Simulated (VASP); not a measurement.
Wanted: the native input for a VASP 6.6.1 run.

```
Task                   : single point
Functional             : PBEsol
Potentials or basis    : VASP PAW PBE potentials, release 64 (Ni, O)
Cutoff                 : 520 eV
k mesh                 : 12 × 12 × 6
Occupations            : gaussian, width 0.05 eV
Spin                   : no spin polarisation
Dipole correction      : no
Further INCAR settings : ALGO = Normal; EDIFF = 1e-06; NBANDS = 18
```

The structure of NiO2 lies in POSCAR:

```
NiO2
1.0
    2.8624235356      0.0000000000      0.0000000000
   -1.4312117678      2.4789314982      0.0000000000
    0.0000000000      0.0000000000      4.7038205961
Ni O
1 2
Direct
    0.0000000000      0.0000000000      0.5000000000
    0.6666666667      0.3333333333      0.6750910825
    0.3333333333      0.6666666667      0.3249089175
```

This cell differs from its parent crystal: c/a of the conventional cell at fixed volume 1.6433.

These files were run (other wordings do the same):

INCAR

```
SYSTEM = NiO2
  PREC = Accurate
  ENCUT = 520
  EDIFF = 1E-6
  ISMEAR = 0
  SIGMA = 0.05
  LREAL = .False.
  LASPH = .True.
  NELM = 60
  ALGO = Normal
  ISIF = 2
  LWAVE = .False.
  LCHARG = .False.
  GGA = PS
  NBANDS = 18
```

KPOINTS

```
regular mesh
0
Gamma
  12 12 6
  0 0 0
```

Potentials or basis: VASP PAW PBE potentials, release 64 (Ni, O).

The run is started by

```bash
$ cat potpaw_PBE.64/Ni/POTCAR potpaw_PBE.64/O/POTCAR > POTCAR
$ mpirun -np 1 vasp_std > vasp.out
```

Results of the run:

```
Pressure               : 3.8 GPa
Largest force          : 1.418 eV/Å
Band gap on the k mesh : 0.82 eV, indirect (least direct gap 1.23 eV)
```

Caveat: the PAW data sets were made with another functional, which shifts forces and pressure a little.

Run time: 23 s on 1 thread of Intel(R) Xeon(R) Platinum 8559C (Emerald Rapids), with other jobs on the host, peak memory 0.19 GiB.
